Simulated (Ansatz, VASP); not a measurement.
Two plane-wave programs on ZnS

POSCAR

```
ZnS
1.0
    3.8110000000      0.0000000000      0.0000000000
   -1.9055000000      3.3004228100      0.0000000000
    0.0000000000      0.0000000000      6.2340000000
Zn S
2 2
Direct
    0.3237513102      0.6574678669      0.0054158935
    0.6681900492      0.3365122241      0.5022959984
    0.3397701563      0.6892359533      0.3718121384
    0.6766638407      0.3230404566      0.8824607783
```

Contents of INCAR.step1:

```
SYSTEM = ZnS
PREC     = Accurate       ! precision mode
ENCUT    = 550            ! plane-wave cutoff, eV
ISMEAR   = 0              ! smearing method
SIGMA    = 0.1            ! smearing width, eV
LREAL    = .FALSE.        ! projectors in reciprocal space
LASPH    = .TRUE.         ! aspherical terms in the spheres
NELM     = 120            ! most SCF steps
NBANDS   = 26             ! bands
GGA      = PE             ! functional
ALGO     = Normal         ! electronic algorithm
EDIFF    = 1E-5           ! SCF threshold, eV
LWAVE    = .TRUE.         ! write WAVECAR
LCHARG   = .FALSE.        ! write CHGCAR
GGA_COMPAT= .FALSE.
```

INCAR.step2

```
SYSTEM = ZnS
PREC     = Accurate       ! precision mode
ENCUT    = 550            ! plane-wave cutoff, eV
EDIFF    = 1E-6           ! SCF threshold, eV
ISMEAR   = 0              ! smearing method
SIGMA    = 0.1            ! smearing width, eV
LREAL    = .FALSE.        ! projectors in reciprocal space
LASPH    = .TRUE.         ! aspherical terms in the spheres
NELM     = 120            ! most SCF steps
ALGO     = Normal         ! electronic algorithm
ISIF     = 2              ! what is computed and relaxed
LWAVE    = .FALSE.        ! write WAVECAR
LCHARG   = .FALSE.        ! write CHGCAR
METAGGA  = R2SCAN         ! meta-GGA
LMIXTAU  = .TRUE.       
NBANDS   = 26             ! bands
ISTART   = 1            
GGA_COMPAT= .FALSE.
```

KPOINTS

```
regular mesh
0
G
  2 2 1
  0 0 0
```

Input for Ansatz:

```yaml
crystal:
  lattice:
    - [3.811, 0.0, 0.0]
    - [-1.9055, 3.30042281, 0.0]
    - [0.0, 0.0, 6.234]
  atoms:
    - { symbol: Zn, position: [0.3237513101553956, 0.6574678669449262, 0.005415893540518727] }
    - { symbol: Zn, position: [0.668190049189467, 0.3365122240563917, 0.5022959984365658] }
    - { symbol: S, position: [0.33977015632433266, 0.6892359533455779, 0.37181213844841887] }
    - { symbol: S, position: [0.6766638406982705, 0.3230404565860328, 0.8824607783021082] }
basis:
  ecutwfc: 550.0
kpoints:
  mp_grid:
    grid: [2, 2, 1]
hamiltonian:
  xc: r2scan
  pseudopotentials:
    kind: paw
scf:
  n_extra_bands: 4
  self_checks: high
  occupations:
    method: gaussian
    width: 0.1
output:
  forces: true
```

Alike in both runs: task single point; functional r2SCAN; k mesh 2 × 2 × 1; occupations gaussian, width 0.1 eV; no spin polarisation.

```csv
,VASP,Ansatz
version,VASP 6.6.1,Ansatz 0.2.0
potentials or method,"VASP PAW PBE potentials, release 64 (Zn, S), cutoff 550 eV","plane waves, PAW"
valence electrons in the cell,36,36
```

Ansatz gave:

- gap on the k mesh at the Fermi level (eV): 2.71
- rms of the force components (eV/Å): 0.334

Task: What did VASP give for the same quantities?

Result: gap on the k mesh at the Fermi level (eV): 2.72; rms of the force components (eV/Å): 0.336.

VASP's potentials were made for PBE, not for r2SCAN. Atom by atom the forces differ by 0.005 eV/Å (rms over components).

The k mesh is coarse, so the values compare programs but aren't converged.
